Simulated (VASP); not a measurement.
# BC5 (P3m1) in VASP: further runs

Aim: see how the results for BC5 move with the level of theory and the settings. Levels: BLYP, PBE, revPBE, RPBE. Tasks: single point.

Everything below comes from runs of VASP 6.6.1. Logs are shortened: lines on timing, memory, paths and dates and some standing lists are left out, and cuts for length are marked.

### Step 1. The cell of the first run

Symmetry: P3m1, No. 156, trigonal system. Conventional cell: a = 2.552 Å, b = 2.552 Å, c = 6.400 Å, α = 90.00°, β = 90.00°, γ = 120.00°. B (site symmetry 3m) has 4 C at 1.61 to 1.63 Å within 2.1 Å. Within 2.1 Å of C (site symmetry 3m) lie 3 C at 1.56 Å and 1 B at 1.61 Å. C (site symmetry 3m) has 4 C at 1.55 to 1.56 Å within 2.1 Å. C (site symmetry 3m) has 4 C at 1.50 to 1.57 Å within 2.0 Å. Within 2.1 Å of C (site symmetry 3m) lie 4 C at 1.55 to 1.57 Å. C (site symmetry 3m) has 1 C at 1.50 Å and 3 B at 1.63 Å within 2.0 Å.

### Step 2. Single point, BLYP

INCAR reads:

```
PREC = Accurate
ENCUT = 520
EDIFF = 1E-6
ISMEAR = 0
SIGMA = 0.1
LREAL = F
LASPH = T
NELM = 100
ALGO = Normal
ISIF = 2
LWAVE = F
LCHARG = F
GGA = B5
ALDAX = 1.0
AGGAX = 1.0
AGGAC = 1.0
ALDAC = 0.0
NBANDS = 20
```

KPOINTS reads:

```
Automatic mesh
0
Gamma
  11 11 4
```

POSCAR reads:

```
BC5
1.0
    2.5515500000      0.0000000000      0.0000000000
   -1.2757800000      2.2097100000      0.0000000000
    0.0000000000      0.0000000000      6.3996600000
B C
1 5
Direct
    0.3333333333      0.6666666667      0.0075900000
    0.3333333333      0.6666666667      0.2595100000
    0.6666666667      0.3333333333      0.3390300000
    0.0000000000      0.0000000000      0.6645600000
    0.6666666667      0.3333333333      0.5813600000
    0.0000000000      0.0000000000      0.8989400000
```

Potentials or basis: VASP PAW PBE potentials, release 64 (B, C).

Launch:

```sh
$ cat potpaw_PBE.64/B/POTCAR potpaw_PBE.64/C/POTCAR > POTCAR
$ mpirun -np 1 vasp_std > vasp.out
```

OUTCAR:

```text
PREC = Accurate
   ENCUT = 520
   EDIFF = 1E-6
   ISMEAR = 0
   LREAL = F
   LASPH = T
   NELM = 100
   ISIF = 2
   GGA = B5

 ion  position               nearest neighbor table
   1  0.333  0.667  0.008-   2 1.61   6 1.63   6 1.63   6 1.63
   2  0.333  0.667  0.260-   3 1.56   3 1.56   3 1.56   1 1.61
   3  0.667  0.333  0.339-   5 1.55   2 1.56   2 1.56   2 1.56
   4  0.000  0.000  0.665-   6 1.50   5 1.57   5 1.57   5 1.57
   5  0.667  0.333  0.581-   3 1.55   4 1.57   4 1.57   4 1.57
   6  0.000  0.000  0.899-   4 1.50   1 1.63   1 1.63   1 1.63

  LATTYP: Found a hexagonal cell.
 ALAT       =     2.5515500000
 C/A-ratio  =     2.5081460289

  Lattice vectors:

 A1 = (   2.5515500000,   0.0000000000,   0.0000000000)
 A2 = (  -1.2757800000,   2.2097100000,   0.0000000000)
 A3 = (   0.0000000000,   0.0000000000,   6.3996600000)

Analysis of symmetry for initial positions (statically):
=====================================================================
 Subroutine PRICEL returns:
 Original cell was already a primitive cell.

 Routine SETGRP: Setting up the symmetry group for a
 hexagonal supercell.

 Subroutine GETGRP returns: Found  6 space group operations
 (whereof  6 operations were pure point group operations)
 out of a pool of 24 trial point group operations.

The static configuration has the point symmetry C_3v.

Analysis of symmetry for dynamics (positions and initial velocities):
=====================================================================
 Subroutine PRICEL returns:
 Original cell was already a primitive cell.

 Routine SETGRP: Setting up the symmetry group for a
 hexagonal supercell.

 Subroutine GETGRP returns: Found  6 space group operations
 (whereof  6 operations were pure point group operations)
 out of a pool of 24 trial point group operations.

The dynamic configuration has the point symmetry C_3v.

 Subroutine INISYM returns: Found  6 space group operations
 (whereof  6 operations are pure point group operations),
 and found     1 'primitive' translations

----------------------------------------------------------------------------------------

                                     Primitive cell

  volume of cell :      36.0825

  direct lattice vectors                    reciprocal lattice vectors
     2.551550000  0.000000000  0.000000000     0.391918638  0.226274923  0.000000000
    -1.275780000  2.209710000  0.000000000     0.000000000  0.452548072  0.000000000
     0.000000000  0.000000000  6.399660000     0.000000000  0.000000000  0.156258301

  length of vectors
     2.551550000  2.551554995  6.399660000     0.452548958  0.452548072  0.156258301

  position of ions in fractional coordinates (direct lattice)
     0.333333333  0.666666667  0.007590000
     0.333333333  0.666666667  0.259510000
     0.666666667  0.333333333  0.339030000
     0.000000000  0.000000000  0.664560000
     0.666666667  0.333333333  0.581360000
     0.000000000  0.000000000  0.898940000

  ion indices of the primitive-cell ions
   primitive index   ion index
                 1           1
                 2           2
                 3           3
                 4           4
                 5           5
                 6           6

----------------------------------------------------------------------------------------

 KPOINTS: Automatic mesh

Automatic generation of k-mesh.
 Grid dimensions read from file:
 generate k-points for:   11   11    4

 Generating k-lattice:

  Cartesian coordinates                     Fractional coordinates (reciprocal lattice)
     0.035628967  0.020570448  0.000000000     0.090909091 -0.000000000  0.000000000
     0.000000000  0.041140734  0.000000000     0.000000000  0.090909091  0.000000000
     0.000000000  0.000000000  0.039064575     0.000000000  0.000000000  0.250000000

  Length of vectors
     0.041140814  0.041140734  0.039064575

  Shift w.r.t. Gamma in fractional coordinates (k-lattice)
     0.000000000  0.000000000  0.000000000

 Subroutine IBZKPT returns following result:
 ===========================================

 Found     58 irreducible k-points:

 Following reciprocal coordinates:
            Coordinates               Weight
  0.000000  0.000000  0.000000      1.000000
  0.090909  0.000000  0.000000      6.000000
  0.181818 -0.000000  0.000000      6.000000
  0.272727  0.000000  0.000000      6.000000
  0.363636  0.000000  0.000000      6.000000
  0.454545 -0.000000  0.000000      6.000000
[... 16 lines left out ...]
  0.000000  0.272727  0.250000      6.000000
  0.363636  0.000000  0.250000      6.000000
 [... further k-points ...]
   k-points           NKPTS =     58   k-points in BZ     NKDIM =     58   number of bands    NBANDS=     20
   number of dos      NEDOS =    301   number of ions     NIONS =      6
   total plane-waves  NPLWV =  19200
   dimension x,y,z NGX =    20 NGY =   20 NGZ =   48
   dimension x,y,z NGXF=    40 NGYF=   40 NGZF=   96
   ions per type =               1   5
   NGX,Y,Z   is equivalent  to a cutoff of  13.03, 13.03, 12.47 a.u.
   NGXF,Y,Z  is equivalent  to a cutoff of  26.06, 26.06, 24.94 a.u.
 SYSTEM =  unknown system
   PREC   = accura    normal or accurate (medium, high low for compatibility)
   ISTART =      0    job   : 0-new  1-cont  2-samecut
   ICHARG =      2    charge: 1-file 2-atom 10-const
   ISPIN  =      1    spin polarized calculation?
   LNONCOLLINEAR =      F non collinear calculations
   LSORBIT =      F    spin-orbit coupling
   LASPH  =      T    aspherical Exc in radial PAW
   ENCUT  =  520.0 eV  38.22 Ry    6.18 a.u.   4.74  4.74 11.90*2*pi/ulx,y,z
   NELM   =    100;   NELMIN=  2; NELMDL= -5     # of ELM steps
   EDIFF  = 0.1E-05   stopping-criterion for ELM
   LREAL  =      F    real-space projection
   EDIFFG = 0.1E-04   stopping-criterion for IOM
   NSW    =      0    number of steps for IOM
   IBRION =     -1    ionic relax: 0-MD 1-quasi-New 2-CG
   NFREE  =      0    steps in history (QN), initial steepest desc. (CG)
   ISIF   =      2    stress and relaxation
   ISYM   =      2    0-nonsym 1-usesym 2-fastsym
   POTIM  = 0.5000    time-step for ionic-motion
   TEBEG  =    0.0;   TEEND  =   0.0 temperature during run
   PSTRESS=    0.0 pullay stress
   NELECT =      23.0000    total number of electrons
   NUPDOWN=      -1.0000    fix difference up-down
   EMIN   =  10.00;   EMAX   =-10.00  energy-range for DOS
   EFERMI =   0.00;   METHOD = LEGACY
   ISMEAR =     0;   SIGMA  =   0.10  broadening in eV -4-tet -1-fermi 0-gaus
   EFERMI_NEDOS =   21; number of points for ismear=-14 and -15
   IALGO  =     38    algorithm
   IMIX   =      4    mixing-type and parameters
     AMIX     =   0.40;   BMIX     =  1.00
     AMIX_MAG =   1.60;   BMIX_MAG =  1.00
  volume/ion in A,a.u.               =       6.01        40.58
  Fermi-wavevector in a.u.,A,eV,Ry     =   1.408917  2.662467 27.008199  1.985047
  Thomas-Fermi vector in A             =   2.531026
   LORBIT       =      0    0 simple, 1 ext, 2 COOP (PROOUT), +10 PAW based schemes
   GGA     = B5    functional components
   LHFCALC =     F    Hartree Fock is set to
   AEXX    =    0.0000 exact exchange contribution
   IVDW    =     0    specifies the selected vdW correction
   LEPSILON=     F    determine dielectric tensor
   LRPA    =     F    only Hartree local field effects (RPA)
 non-spin polarized calculation
 Gauss-broadening in eV      SIGMA  =   0.10
  energy-cutoff  :      520.00
  volume of cell :       36.08
 maximum number of plane-waves:       984
 NGX is ok and might be reduce to    20
   NGX =  9   NGY =  9   NGZ = 23

 number of electron      22.9999999 magnetization

 Free energy of the ion-electron system (eV)
  ---------------------------------------------------
  ext. energy  EPLUGINS =         0.00000000
  ---------------------------------------------------
  free energy    TOTEN  =       -47.16130807 eV

  energy without entropy =      -47.15587310  energy(sigma->0) =      -47.15859059

 E-fermi :   8.0651     XC(G=0): -12.1834

 val. band max:        8.0615337527   @ k =   0.0000   0.1818   0.2500
 cond. band min:       8.0656830693   @ k =   0.1818   0.1818   0.0000
 fundamental gap:      0.0041493167
 Fermi energy:         8.0651269451

 k-point     1 :       0.0000    0.0000    0.0000
  band No.  band energies     occupation
      1     -11.4126      2.00000
      2      -8.8211      2.00000
      3      -6.9663      2.00000
      4       0.0151      2.00000
      5       0.8723      2.00000
      6       6.5336      2.00000
[... 12 lines left out ...]
     19      18.9542      0.00000
     20      19.3164      0.00000

 k-point     2 :       0.0909    0.0000    0.0000
  band No.  band energies     occupation
      1     -11.2172      2.00000
      2      -8.6325      2.00000
      3      -6.7789      2.00000
      4       0.1492      2.00000
      5       1.0103      2.00000
      6       5.5709      2.00000
[... 12 lines left out ...]
     19      19.0423      0.00000
     20      19.7502      0.00000

 k-point     3 :       0.1818   -0.0000    0.0000
  band No.  band energies     occupation
      1     -10.6340      2.00000
      2      -8.0713      2.00000
      3      -6.2219      2.00000
      4       0.5006      2.00000
      5       1.3891      2.00000
      6       3.4566      2.00000
[... 12 lines left out ...]
     19      19.8967      0.00000
     20      21.0941      0.00000

 k-point     4 :       0.2727    0.0000    0.0000
  band No.  band energies     occupation
      1      -9.6745      2.00000
      2      -7.1552      2.00000
      3      -5.3189      2.00000
      4       0.3733      2.00000
      5       1.3844      2.00000
      6       2.0393      2.00000
[... 429 lines left out ...]
 k-point    23 :       0.0000    0.2727    0.2500
  band No.  band energies     occupation
      1      -9.6021      2.00000
      2      -7.5513      2.00000
      3      -4.6422      2.00000
      4      -0.5533      2.00000
      5       1.1317      2.00000
      6       2.4081      2.00000
[... 12 lines left out ...]
     19      20.6834      0.00000
     20      21.9646      0.00000

 k-point    24 :       0.3636    0.0000    0.2500
  band No.  band energies     occupation
      1      -8.2980      2.00000
      2      -6.3307      2.00000
      3      -3.4613      2.00000
      4      -1.7693      2.00000
      5      -0.4339      2.00000
      6       1.4913      2.00000
[... 12 lines left out ...]
     19      20.2692      0.00000
     20      20.8480      0.00000

 [... further k-points ...]

------------------------ aborting loop because EDIFF is reached ----------------------------------------

  FORCE on cell =-STRESS in cart. coord.  units (eV):
  Direction    XX          YY          ZZ          XY          YZ          ZX
  --------------------------------------------------------------------------------------
  -------------------------------------------------------------------------------------
  Total        1.9930387      1.9930439      1.5848984     -0.0000045      0.0000000      0.0000000
  in kB       88.4973063     88.4975371     70.3745678     -0.0002002      0.0000000      0.0000000
  external PRESSURE =      82.4564704 kB  Pullay stress =       0.0000000 kB

 VOLUME and BASIS-vectors are now :
 -----------------------------------------------------------------------------
  energy-cutoff  :      520.00
  volume of cell :       36.08
      direct lattice vectors                 reciprocal lattice vectors
     2.551550000  0.000000000  0.000000000     0.391918638  0.226274923  0.000000000
    -1.275780000  2.209710000  0.000000000     0.000000000  0.452548072  0.000000000
     0.000000000  0.000000000  6.399660000     0.000000000  0.000000000  0.156258301

 POSITION                                       TOTAL-FORCE (eV/Angst)
 -----------------------------------------------------------------------------------
     -0.00000      1.47314      0.04857        -0.000000      0.000000     -0.044871
     -0.00000      1.47314      1.66078         0.000000      0.000000     -0.206194
      1.27577      0.73657      2.16968         0.000000      0.000000      0.068663
      0.00000      0.00000      4.25296        -0.000000      0.000000      0.070772
      1.27577      0.73657      3.72051         0.000000      0.000000     -0.030714
      0.00000      0.00000      5.75291        -0.000000      0.000000      0.142343
 -----------------------------------------------------------------------------------
    total drift:                                0.000029      0.000017     -0.000075

  FREE ENERGIE OF THE ION-ELECTRON SYSTEM (eV)
  ---------------------------------------------------
  free  energy   TOTEN  =       -47.1613080728 eV

  energy  without entropy=      -47.1558731016  energy(sigma->0) =      -47.15859059
```

Wall time 40 s (1 thread of AMD EPYC 7R13 (Zen 3), shared host); peak memory 0.13 GiB.

What came out:

| Item | Value |
| --- | --- |
| Free energy | -47.1613 eV |
| Pressure | 8.2 GPa |
| Largest force | 0.206 eV/Å |

Forces in eV/Å, atoms in the order of the input:
```
B    0.000  0.000 -0.045
C    0.000  0.000 -0.206
C    0.000  0.000  0.069
C    0.000  0.000  0.071
C    0.000  0.000 -0.031
C    0.000  0.000  0.142
```

Caveat: the PAW data sets were made with another functional, which shifts forces and pressure a little.

### Step 3. Single point, PBE

INCAR reads:

```
SYSTEM = BC5
  ALGO = Normal
  EDIFF = 1E-6
  ENCUT = 520
  GGA = PE
  ISIF = 2
  ISMEAR = 0
  LASPH = .TRUE.
  LCHARG = .FALSE.
  LREAL = .FALSE.
  LWAVE = .FALSE.
  NBANDS = 20
  NELM = 60
  PREC = Accurate
  SIGMA = 0.1
```

KPOINTS reads:

```
k-points
0
G
  11 11 4
  0 0 0
```

POSCAR is that of step 2.

Potentials or basis: VASP PAW PBE potentials, release 64 (B, C).

Launch:

```sh
$ cat potpaw_PBE.64/B/POTCAR potpaw_PBE.64/C/POTCAR > POTCAR
$ mpirun -np 1 vasp_std > vasp.out
```

Wall time 31 s (1 thread of AMD EPYC 7R13 (Zen 3), shared host); peak memory 0.13 GiB.

Results (log left out):

```yaml
Free_energy: -51.3141 eV
Pressure: 0.0 GPa
Largest_force: 0.030 eV/Å
```

Forces in eV/Å, atoms in the order of the input:
```
B    0.000  0.000 -0.018
C    0.000  0.000  0.001
C    0.000  0.000  0.030
C    0.000  0.000  0.007
C    0.000  0.000 -0.012
C    0.000  0.000 -0.007
```

Stress tensor (GPa, compression positive):
```
-0.15  0.00  0.00
 0.00 -0.15  0.00
 0.00  0.00  0.15
```

Levels at points of the mesh, in eV from the Fermi level:
```csv
k point,band 9,band 10,band 11,band 12,band 13,band 14,band 15,band 16
"(0.00, 0.00, 0.00)",-0.28,0.92,2.63,2.63,6.89,6.89,7.08,8.98
"(0.00, 0.00, 0.50)",-0.06,-0.06,2.27,2.27,7.75,7.75,8.30,8.45
```

### Step 4. Single point, revPBE

INCAR reads:

```
PREC = Accurate
ENCUT = 520
EDIFF = 1E-7
ISMEAR = 0
SIGMA = 0.1
LREAL = F
LASPH = T
NELM = 60
ALGO = Normal
ISIF = 2
LWAVE = F
LCHARG = F
GGA = RE
NBANDS = 20
```

KPOINTS reads:

```
regular mesh
0
Gamma
  11 11 4
```

POSCAR is that of step 3.

Launch:

```sh
$ cat potpaw_PBE.64/B/POTCAR potpaw_PBE.64/C/POTCAR > POTCAR
$ mpirun -np 1 vasp_std > vasp.out
```

Wall time 48 s (1 thread of AMD EPYC 7R13 (Zen 3), shared host); peak memory 0.13 GiB.

It converged, with:

```
Free energy   : -49.0702 eV
Pressure      : 4.1 GPa
Largest force : 0.026 eV/Å
```

Forces in eV/Å, atoms in the order of the input:
```
B    0.000  0.000 -0.005
C    0.000  0.000 -0.018
C    0.000  0.000  0.026
C    0.000  0.000 -0.003
C    0.000  0.000 -0.010
C    0.000  0.000  0.010
```

Stress tensor (GPa, compression positive):
```
3.93 0.00 0.00
0.00 3.93 0.00
0.00 0.00 4.45
```

Levels at points of the mesh, in eV from the Fermi level:
```
           k point  band 9  band 10  band 11  band 12  band 13  band 14  band 15  band 16
(0.00, 0.00, 0.00)   -0.28     0.92     2.64     2.64     6.90     6.90     7.09     8.99
(0.00, 0.00, 0.50)   -0.06    -0.06     2.28     2.28     7.76     7.76     8.29     8.46
```

Caveat: the PAW data sets were made with another functional, which shifts forces and pressure a little.

[end of part 1 of 2]
